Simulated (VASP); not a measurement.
Runs of VASP 6.6.1 on Sn. The structure is that of space group Fd-3m (No. 227), or close to it. The cells are those of the table. 

| cell | further INCAR settings | gap on the mesh (eV) | pressure (GPa) |
| --- | --- | --- | --- |
| a = 4.625, b = 4.590 Å, angles 60.2, 59.5, 60.2°, 2 atoms | ALGO = Fast; EDIFF = 1e-06; NBANDS = 21 | none | (b) |
| a = 4.601, b = 4.590 Å, angles 60.1, 59.8, 60.1°, 2 atoms | ALGO = Fast; EDIFF = 1e-07; NBANDS = 21 | none | -0.6 |
| a = 4.567, b = 4.590 Å, angles 59.8, 60.3, 59.8°, 2 atoms | ALGO = Fast; EDIFF = 1e-07; NBANDS = 21 | none | 0.1 |
| a = 4.556, b = 4.590 Å, angles 59.8, 60.5, 59.8°, 2 atoms | ALGO = Fast; EDIFF = 1e-06; NBANDS = 21 | none | (a) |
| a = 4.613, b = 4.590 Å, angles 60.2, 59.7, 60.2°, 2 atoms | ALGO = Fast; EDIFF = 1e-07; NBANDS = 21 | none | -0.8 |
| a = 4.544, b = 4.590 Å, angles 59.7, 60.7, 59.7°, 2 atoms | ALGO = Fast; EDIFF = 1e-07; NBANDS = 21 | none | 0.6 |
| a = 4.636, b = 4.590 Å, angles 60.3, 59.3, 60.3°, 2 atoms | ALGO = Fast; EDIFF = 1e-06; NBANDS = 21 | none | -1.2 |

Alike in all rows: task single point; level LDA; potentials or basis VASP PAW LDA potentials, release 64 (Sn_d); no spin polarisation; k mesh 12 × 12 × 12; cutoff (eV) 520; smearing gaussian 0.15 eV.

Problem. Estimate the missing entries.

Solution. (a) 0.3; (b) -1.0.

Caveats: spin-orbit coupling is left out, which moves the levels of the heavy elements.

A k mesh can miss the band edges, and the runs leave out spin-orbit coupling on Sn.

A gap of «none» marks levels without a gap at the run's occupations.
